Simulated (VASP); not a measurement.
# Mo3Ru (P-6m2) in VASP: notebook

Runs on Mo3Ru. Level: PBE. Tasks: single point, relaxation of cell and atoms.

All numbers are computed with VASP 6.6.1; they aren't measurements. Logs are shortened: lines on timing, memory, paths and dates and some standing lists are left out, and cuts for length are marked.

## Step 1: The cell of the first run

Symmetry: P-6m2, No. 187, hexagonal system. Conventional cell: a = 2.775 Å, b = 2.775 Å, c = 9.251 Å, α = 90.00°, β = 90.00°, γ = 120.00°. Within 3.7 Å of Mo (site symmetry -6m2) lie 12 Mo at 2.78 to 2.91 Å. Within 3.6 Å of Mo (site symmetry 3m) lie 3 Ru at 2.72 Å and 9 Mo at 2.78 to 2.91 Å. Ru (site symmetry -6m2) has 6 Mo at 2.72 Å and 6 Ru at 2.78 Å within 3.6 Å.

## Step 2: Single point, PBE

The input, INCAR:

```
PREC = Accurate
ENCUT = 520
EDIFF = 1E-7
ISMEAR = 0
SIGMA = 0.1
LREAL = False
LASPH = True
NELM = 100
ALGO = Normal
ISIF = 2
LWAVE = False
LCHARG = False
GGA = PE
NBANDS = 36
```

The input, KPOINTS:

```
regular mesh
0
Gamma
  6 6 2
```

The input, POSCAR:

```
Mo3Ru
1.0
    2.7751599755      0.0000000000      0.0000000000
   -1.3875799878      2.4033590384      0.0000000000
    0.0000000000      0.0000000000      9.2506186776
Mo Ru
3 1
Direct
    0.3333333333      0.6666666667      0.5000000000
    0.6666666667      0.3333333333      0.2378785876
    0.6666666667      0.3333333333      0.7621214124
    0.3333333333      0.6666666667      0.0000000000
```

Potentials or basis: VASP PAW PBE potentials, release 64 (Mo_sv, Ru_pv).

Launch:

```bash
cat potpaw_PBE.64/Mo_sv/POTCAR potpaw_PBE.64/Ru_pv/POTCAR > POTCAR
mpirun -np 1 vasp_std > vasp.out
```

OUTCAR:

```text
PREC = Accurate
   ENCUT = 520
   EDIFF = 1E-7
   ISMEAR = 0
   LREAL = False
   LASPH = True
   NELM = 100
   ISIF = 2
   GGA = PE

 ion  position               nearest neighbor table
   1  0.333  0.667  0.500-   2 2.91   3 2.91   2 2.91   3 2.91   2 2.91   3 2.91
   2  0.667  0.333  0.238-   4 2.72   4 2.72   4 2.72   1 2.91   1 2.91   1 2.91
   3  0.667  0.333  0.762-   4 2.72   4 2.72   4 2.72   1 2.91   1 2.91   1 2.91
   4  0.333  0.667  0.000-   2 2.72   3 2.72   2 2.72   3 2.72   2 2.72   3 2.72

  LATTYP: Found a hexagonal cell.
 ALAT       =     2.7751599755
 C/A-ratio  =     3.3333641157

  Lattice vectors:

 A1 = (   2.7751599755,   0.0000000000,   0.0000000000)
 A2 = (  -1.3875799878,   2.4033590384,   0.0000000000)
 A3 = (   0.0000000000,   0.0000000000,   9.2506186776)

Analysis of symmetry for initial positions (statically):
=====================================================================
 Subroutine PRICEL returns:
 Original cell was already a primitive cell.

 Routine SETGRP: Setting up the symmetry group for a
 hexagonal supercell.

 Subroutine GETGRP returns: Found 12 space group operations
 (whereof 12 operations were pure point group operations)
 out of a pool of 24 trial point group operations.

The static configuration has the point symmetry D_3h.

Analysis of symmetry for dynamics (positions and initial velocities):
=====================================================================
 Subroutine PRICEL returns:
 Original cell was already a primitive cell.

 Routine SETGRP: Setting up the symmetry group for a
 hexagonal supercell.

 Subroutine GETGRP returns: Found 12 space group operations
 (whereof 12 operations were pure point group operations)
 out of a pool of 24 trial point group operations.

The dynamic configuration has the point symmetry D_3h.

 Subroutine INISYM returns: Found 12 space group operations
 (whereof 12 operations are pure point group operations),
 and found     1 'primitive' translations

----------------------------------------------------------------------------------------

                                     Primitive cell

  volume of cell :      61.6989

  direct lattice vectors                    reciprocal lattice vectors
     2.775159975  0.000000000  0.000000000     0.360339587  0.208042158  0.000000000
    -1.387579988  2.403359038  0.000000000     0.000000000  0.416084315  0.000000000
     0.000000000  0.000000000  9.250618678     0.000000000  0.000000000  0.108100878

  length of vectors
     2.775159975  2.775159976  9.250618678     0.416084315  0.416084315  0.108100878

  position of ions in fractional coordinates (direct lattice)
     0.333333333  0.666666667  0.500000000
     0.666666667  0.333333333  0.237878588
     0.666666667  0.333333333  0.762121412
     0.333333333  0.666666667  0.000000000

  ion indices of the primitive-cell ions
   primitive index   ion index
                 1           1
                 2           2
                 3           3
                 4           4

----------------------------------------------------------------------------------------

 KPOINTS: regular mesh

Automatic generation of k-mesh.
 Grid dimensions read from file:
 generate k-points for:    6    6    2

 Generating k-lattice:

  Cartesian coordinates                     Fractional coordinates (reciprocal lattice)
     0.060056598  0.034673693  0.000000000     0.166666667  0.000000000  0.000000000
     0.000000000  0.069347386  0.000000000     0.000000000  0.166666667  0.000000000
     0.000000000  0.000000000  0.054050439     0.000000000  0.000000000  0.500000000

  Length of vectors
     0.069347386  0.069347386  0.054050439

  Shift w.r.t. Gamma in fractional coordinates (k-lattice)
     0.000000000  0.000000000  0.000000000

 Subroutine IBZKPT returns following result:
 ===========================================

 Found     14 irreducible k-points:

 Following reciprocal coordinates:
            Coordinates               Weight
  0.000000  0.000000  0.000000      1.000000
  0.166667  0.000000  0.000000      6.000000
  0.333333  0.000000  0.000000      6.000000
  0.500000  0.000000  0.000000      3.000000
  0.166667  0.166667  0.000000      6.000000
  0.333333  0.166667  0.000000     12.000000
  0.333333  0.333333  0.000000      2.000000
  0.000000  0.000000  0.500000      1.000000
  0.166667  0.000000  0.500000      6.000000
  0.333333  0.000000  0.500000      6.000000
  0.500000  0.000000  0.500000      3.000000
  0.166667  0.166667  0.500000      6.000000
  0.333333  0.166667  0.500000     12.000000
  0.333333  0.333333  0.500000      2.000000
   k-points           NKPTS =     14   k-points in BZ     NKDIM =     14   number of bands    NBANDS=     36
   number of dos      NEDOS =    301   number of ions     NIONS =      4
   total plane-waves  NPLWV =  40320
   dimension x,y,z NGX =    24 NGY =   24 NGZ =   70
   dimension x,y,z NGXF=    48 NGYF=   48 NGZF=  140
   ions per type =               3   1
   NGX,Y,Z   is equivalent  to a cutoff of  14.38, 14.38, 12.58 a.u.
   NGXF,Y,Z  is equivalent  to a cutoff of  28.75, 28.75, 25.16 a.u.
 SYSTEM =  unknown system
   PREC   = accura    normal or accurate (medium, high low for compatibility)
   ISTART =      0    job   : 0-new  1-cont  2-samecut
   ICHARG =      2    charge: 1-file 2-atom 10-const
   ISPIN  =      1    spin polarized calculation?
   LNONCOLLINEAR =      F non collinear calculations
   LSORBIT =      F    spin-orbit coupling
   LASPH  =      T    aspherical Exc in radial PAW
   ENCUT  =  520.0 eV  38.22 Ry    6.18 a.u.   5.16  5.16 17.20*2*pi/ulx,y,z
   NELM   =    100;   NELMIN=  2; NELMDL= -5     # of ELM steps
   EDIFF  = 0.1E-06   stopping-criterion for ELM
   LREAL  =      F    real-space projection
   EDIFFG = 0.1E-05   stopping-criterion for IOM
   NSW    =      0    number of steps for IOM
   IBRION =     -1    ionic relax: 0-MD 1-quasi-New 2-CG
   NFREE  =      0    steps in history (QN), initial steepest desc. (CG)
   ISIF   =      2    stress and relaxation
   ISYM   =      2    0-nonsym 1-usesym 2-fastsym
   POTIM  = 0.5000    time-step for ionic-motion
   TEBEG  =    0.0;   TEEND  =   0.0 temperature during run
   PSTRESS=    0.0 pullay stress
   NELECT =      56.0000    total number of electrons
   NUPDOWN=      -1.0000    fix difference up-down
   EMIN   =  10.00;   EMAX   =-10.00  energy-range for DOS
   EFERMI =   0.00;   METHOD = LEGACY
   ISMEAR =     0;   SIGMA  =   0.10  broadening in eV -4-tet -1-fermi 0-gaus
   EFERMI_NEDOS =   21; number of points for ismear=-14 and -15
   IALGO  =     38    algorithm
   IMIX   =      4    mixing-type and parameters
     AMIX     =   0.40;   BMIX     =  1.00
     AMIX_MAG =   1.60;   BMIX_MAG =  1.00
  volume/ion in A,a.u.               =      15.42       104.09
  Fermi-wavevector in a.u.,A,eV,Ry     =   1.585057  2.995324 34.183376  2.512407
  Thomas-Fermi vector in A             =   2.684580
   LORBIT       =      0    0 simple, 1 ext, 2 COOP (PROOUT), +10 PAW based schemes
   GGA     = PE    functional components
   LHFCALC =     F    Hartree Fock is set to
   AEXX    =    0.0000 exact exchange contribution
   IVDW    =     0    specifies the selected vdW correction
   LEPSILON=     F    determine dielectric tensor
   LRPA    =     F    only Hartree local field effects (RPA)
 non-spin polarized calculation
 Gauss-broadening in eV      SIGMA  =   0.10
  energy-cutoff  :      520.00
  volume of cell :       61.70
 maximum number of plane-waves:      1672
 NGX is ok and might be reduce to    24
   NGX = 11   NGY = 11   NGZ = 35

 number of electron      55.9999996 magnetization

 Free energy of the ion-electron system (eV)
  ---------------------------------------------------
  ext. energy  EPLUGINS =         0.00000000
  ---------------------------------------------------
  free energy    TOTEN  =       -40.98204388 eV

  energy without entropy =      -40.95306021  energy(sigma->0) =      -40.96755204

 E-fermi :  12.0900     XC(G=0): -13.4201

 val. band max:       12.0751534717   @ k =   0.5000   0.0000   0.5000
 cond. band min:      12.1422665414   @ k =   0.3333   0.1667   0.5000
 fundamental gap:      0.0671130697
 Fermi energy:        12.0900404976

 k-point     1 :       0.0000    0.0000    0.0000
  band No.  band energies     occupation
      1     -48.8277      2.00000
      2     -48.7974      2.00000
      3     -48.6909      2.00000
      4     -30.5678      2.00000
      5     -30.2276      2.00000
      6     -30.2276      2.00000
[... 28 lines left out ...]
     35      14.1667      0.00000
     36      14.6805      0.00000

 k-point     2 :       0.1667    0.0000    0.0000
  band No.  band energies     occupation
      1     -48.7760      2.00000
      2     -48.7508      2.00000
      3     -48.6505      2.00000
      4     -30.5449      2.00000
      5     -30.3769      2.00000
      6     -30.2629      2.00000
[... 28 lines left out ...]
     35      14.4533      0.00000
     36      14.4929      0.00000

 k-point     3 :       0.3333    0.0000    0.0000
  band No.  band energies     occupation
      1     -48.6691      2.00000
      2     -48.6563      2.00000
      3     -48.5706      2.00000
      4     -30.6679      2.00000
      5     -30.4992      2.00000
      6     -30.3327      2.00000
[... 28 lines left out ...]
     35      15.0587      0.00000
     36      15.4210      0.00000

 k-point     4 :       0.5000    0.0000    0.0000
  band No.  band energies     occupation
      1     -48.6130      2.00000
      2     -48.6084      2.00000
      3     -48.5318      2.00000
      4     -30.8099      2.00000
      5     -30.4764      2.00000
      6     -30.3673      2.00000
[... 28 lines left out ...]
     35      16.3684      0.00000
     36      16.6244      0.00000

 k-point     5 :       0.1667    0.1667    0.0000
  band No.  band energies     occupation
      1     -48.6964      2.00000
      2     -48.6802      2.00000
      3     -48.5903      2.00000
      4     -30.5682      2.00000
      5     -30.5105      2.00000
      6     -30.3440      2.00000
[... 28 lines left out ...]
     35      15.0594      0.00000
     36      15.2117      0.00000

 k-point     6 :       0.3333    0.1667    0.0000
  band No.  band energies     occupation
      1     -48.6134      2.00000
      2     -48.6085      2.00000
      3     -48.5317      2.00000
      4     -30.7367      2.00000
      5     -30.4762      2.00000
      6     -30.4442      2.00000
[... 28 lines left out ...]
     35      15.5472      0.00000
     36      17.3030      0.00000

 k-point     7 :       0.3333    0.3333    0.0000
  band No.  band energies     occupation
      1     -48.5848      2.00000
      2     -48.5845      2.00000
      3     -48.5128      2.00000
      4     -30.6406      2.00000
      5     -30.6322      2.00000
      6     -30.4646      2.00000
[... 28 lines left out ...]
     35      15.2585      0.00000
     36      19.9440      0.00000

 k-point     8 :       0.0000    0.0000    0.5000
  band No.  band energies     occupation
      1     -48.8286      2.00000
      2     -48.7963      2.00000
      3     -48.6912      2.00000
      4     -30.5678      2.00000
      5     -30.2276      2.00000
      6     -30.2276      2.00000
[... 28 lines left out ...]
     35      13.8069      0.00000
     36      14.8549      0.00000

 k-point     9 :       0.1667    0.0000    0.5000
  band No.  band energies     occupation
      1     -48.7767      2.00000
      2     -48.7500      2.00000
      3     -48.6507      2.00000
      4     -30.5449      2.00000
      5     -30.3769      2.00000
      6     -30.2628      2.00000
[... 28 lines left out ...]
     35      13.4489      0.00000
     36      14.9302      0.00000

 k-point    10 :       0.3333    0.0000    0.5000
  band No.  band energies     occupation
      1     -48.6693      2.00000
      2     -48.6561      2.00000
      3     -48.5706      2.00000
      4     -30.6679      2.00000
      5     -30.4992      2.00000
      6     -30.3327      2.00000
[... 28 lines left out ...]
     35      14.7783      0.00000
     36      15.3613      0.00000

 k-point    11 :       0.5000    0.0000    0.5000
  band No.  band energies     occupation
      1     -48.6129      2.00000
      2     -48.6085      2.00000
      3     -48.5318      2.00000
      4     -30.8099      2.00000
      5     -30.4764      2.00000
      6     -30.3673      2.00000
[... 28 lines left out ...]
     35      16.3649      0.00000
     36      16.5355      0.00000

 k-point    12 :       0.1667    0.1667    0.5000
  band No.  band energies     occupation
      1     -48.6967      2.00000
      2     -48.6798      2.00000
      3     -48.5904      2.00000
      4     -30.5682      2.00000
      5     -30.5106      2.00000
      6     -30.3440      2.00000
[... 28 lines left out ...]
     35      14.5877      0.00000
     36      15.2679      0.00000

 k-point    13 :       0.3333    0.1667    0.5000
  band No.  band energies     occupation
      1     -48.6133      2.00000
      2     -48.6086      2.00000
      3     -48.5317      2.00000
      4     -30.7367      2.00000
      5     -30.4762      2.00000
      6     -30.4442      2.00000
[... 28 lines left out ...]
     35      16.1014      0.00000
     36      17.4013      0.00000

 k-point    14 :       0.3333    0.3333    0.5000
  band No.  band energies     occupation
      1     -48.5848      2.00000
      2     -48.5845      2.00000
      3     -48.5128      2.00000
      4     -30.6406      2.00000
      5     -30.6322      2.00000
      6     -30.4646      2.00000
[... 28 lines left out ...]
     35      15.0702      0.00000
     36      19.9819      0.00000

------------------------ aborting loop because EDIFF is reached ----------------------------------------

  FORCE on cell =-STRESS in cart. coord.  units (eV):
  Direction    XX          YY          ZZ          XY          YZ          ZX
  --------------------------------------------------------------------------------------
  -------------------------------------------------------------------------------------
  Total        0.1470046      0.1470046      0.1373505     -0.0000000     -0.0000000      0.0000000
  in kB        3.8173691      3.8173691      3.5666725     -0.0000000     -0.0000000      0.0000000
  external PRESSURE =       3.7338036 kB  Pullay stress =       0.0000000 kB

 VOLUME and BASIS-vectors are now :
 -----------------------------------------------------------------------------
  energy-cutoff  :      520.00
  volume of cell :       61.70
      direct lattice vectors                 reciprocal lattice vectors
     2.775159975  0.000000000  0.000000000     0.360339587  0.208042158  0.000000000
    -1.387579988  2.403359038  0.000000000     0.000000000  0.416084315  0.000000000
     0.000000000  0.000000000  9.250618678     0.000000000  0.000000000  0.108100878

 POSITION                                       TOTAL-FORCE (eV/Angst)
 -----------------------------------------------------------------------------------
     -0.00000      1.60224      4.62531        -0.000000      0.000000      0.000000
      1.38758      0.80112      2.20052         0.000000     -0.000000      0.001880
      1.38758      0.80112      7.05009         0.000000     -0.000000     -0.001880
     -0.00000      1.60224      0.00000         0.000000      0.000000      0.000000
 -----------------------------------------------------------------------------------
    total drift:                               -0.000000      0.000000     -0.000000

  FREE ENERGIE OF THE ION-ELECTRON SYSTEM (eV)
  ---------------------------------------------------
  free  energy   TOTEN  =       -40.9820438760 eV

  energy  without entropy=      -40.9530602092  energy(sigma->0) =      -40.96755204
```

Run time: 36 s. Hardware: 1 thread of Intel Xeon Platinum 8259CL at 2.50GHz (Skylake/Cascade Lake), shared host; peak memory 0.2 GiB.

Results:

| Item | Value |
| --- | --- |
| Free energy | -40.9820 eV |
| Pressure | 0.4 GPa |
| Band gap on the k mesh | zero (band 28 reaches 13.53 eV, above the bottom of band 29 at 11.60 eV) |

Levels at points of the mesh, in eV from the Fermi level:
| k point | band 25 | band 26 | band 27 | band 28 | band 29 | band 30 | band 31 | band 32 |
| --- | --- | --- | --- | --- | --- | --- | --- | --- |
| (0.00, 0.00, 0.00) | -1.34 | -1.34 | -0.76 | -0.76 | -0.34 | -0.34 | 0.21 | 0.21 |
| (0.50, 0.00, 0.00) | -0.76 | -0.43 | 0.54 | 0.92 | 1.30 | 1.70 | 1.74 | 3.52 |
| (0.00, 0.00, 0.50) | -1.36 | -0.67 | -0.67 | -0.56 | -0.49 | -0.49 | 0.11 | 0.42 |
| (0.50, 0.00, 0.50) | -0.50 | -0.17 | -0.01 | 1.44 | 1.61 | 1.87 | 2.34 | 2.70 |

Caveat: the k points lie up to 0.44 Å⁻¹ apart.

## Step 3: Single point, PBE

This run uses another cell than the first one, of 16.84 Å³/atom, 1.091 times its volume.

The input, INCAR:

```
PREC = Accurate ; ENCUT = 520
EDIFF = 1E-7 ; ISMEAR = 0
SIGMA = 0.1 ; LREAL = False
LASPH = True ; NELM = 100
ALGO = Normal ; ISIF = 2
LWAVE = False ; LCHARG = False
GGA = PE ; NBANDS = 36
```

KPOINTS is that of step 2.

The input, POSCAR:

```
Mo3Ru
1.0
    2.8970651600      0.0000000000      0.0000000000
   -1.4485325800      2.5089320200      0.0000000000
    0.0000000000      0.0000000000      9.2647284700
Mo Ru
3 1
Direct
    0.3333333300      0.6666666700      0.5000000000
    0.6666666700      0.3333333300      0.2500000000
    0.6666666700      0.3333333300      0.7500000000
    0.3333333300      0.6666666700      0.0000000000
```

Potentials or basis: VASP PAW PBE potentials, release 64 (Mo_sv, Ru_pv).

Launch:

```bash
cat potpaw_PBE.64/Mo_sv/POTCAR potpaw_PBE.64/Ru_pv/POTCAR > POTCAR
mpirun -np 1 vasp_std > vasp.out
```

Wall time 40 s (1 thread of Intel Xeon Platinum 8259CL at 2.50GHz (Skylake/Cascade Lake), shared host); peak memory 0.19 GiB.

It converged, with:

| Item | Value |
| --- | --- |
| Free energy | -40.4354 eV |
| Pressure | -18.2 GPa |
| Largest force | 1.029 eV/Å |
| Band gap on the k mesh | zero (band 28 reaches 11.94 eV, above the bottom of band 29 at 10.24 eV) |

Forces on the atoms (eV/Å):
```
Mo   0.000  0.000  0.000
Mo   0.000  0.000 -1.029
Mo   0.000  0.000  1.029
Ru   0.000  0.000  0.000
```

Stress tensor (GPa, compression positive):
```
-19.49   0.00   0.00
  0.00 -19.49   0.00
  0.00   0.00 -15.54
```

Levels at points of the mesh, in eV from the Fermi level:
| k point | band 26 | band 27 | band 28 | band 29 | band 30 | band 31 |
| --- | --- | --- | --- | --- | --- | --- |
| (0.00, 0.00, 0.00) | -0.71 | -0.71 | -0.71 | -0.17 | -0.17 | 0.02 |
| (0.50, 0.00, 0.00) | -0.14 | 0.18 | 0.81 | 1.21 | 1.36 | 1.57 |
| (0.00, 0.00, 0.50) | -0.60 | -0.60 | -0.41 | -0.41 | 0.05 | 0.07 |
| (0.50, 0.00, 0.50) | -0.42 | 0.20 | 1.28 | 1.52 | 1.53 | 1.89 |

Caveat: the k points lie up to 0.42 Å⁻¹ apart; forces of over 1 eV/Å act on the atoms, so gaps and moduli don't describe the material at rest.

(Continued in part 2 of 2.)
